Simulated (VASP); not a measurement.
# Ru: single point with SVWN5

Ru:

```
CELL_PARAMETERS angstrom
2.67273 0.00000 0.00000
-1.33636 2.31465 0.00000
0.00000 0.00000 4.22896
ATOMIC_POSITIONS crystal
Ru 0.66667 0.33333 0.75000
Ru 0.33333 0.66667 0.25000
```

* Program: VASP 6.6.1
* Task: single point
* Functional: SVWN5
* Potentials or basis: VASP PAW PBE potentials, release 64 (Ru_pv)
* Cutoff: 520 eV
* k mesh: 11 × 11 × 6
* Occupations: fermi-dirac, width 0.05 eV
* Spin: no spin polarisation

```yaml
Pressure: -0.1 GPa
Band_gap_on_the_k_mesh: zero (bands 14 and 15 overlap by 3.26 eV)
```

Levels at points of the mesh, in eV from the Fermi level:
| k point | band 11 | band 12 | band 13 | band 14 | band 15 | band 16 | band 17 | band 18 |
| --- | --- | --- | --- | --- | --- | --- | --- | --- |
| (0.00, 0.00, 0.00) | -2.50 | -1.96 | -1.96 | -1.40 | -1.40 | 1.34 | 1.34 | 1.40 |
| (0.00, 0.00, 0.50) | -2.86 | -2.86 | -2.78 | -2.78 | 0.66 | 0.66 | 0.66 | 0.66 |

Wall time 39 s on 1 thread of Intel Xeon 8259CL, on a shared host, peak memory 0.14 GiB.

Caveat: the PAW data sets were made with another functional, which shifts forces and pressure a little.
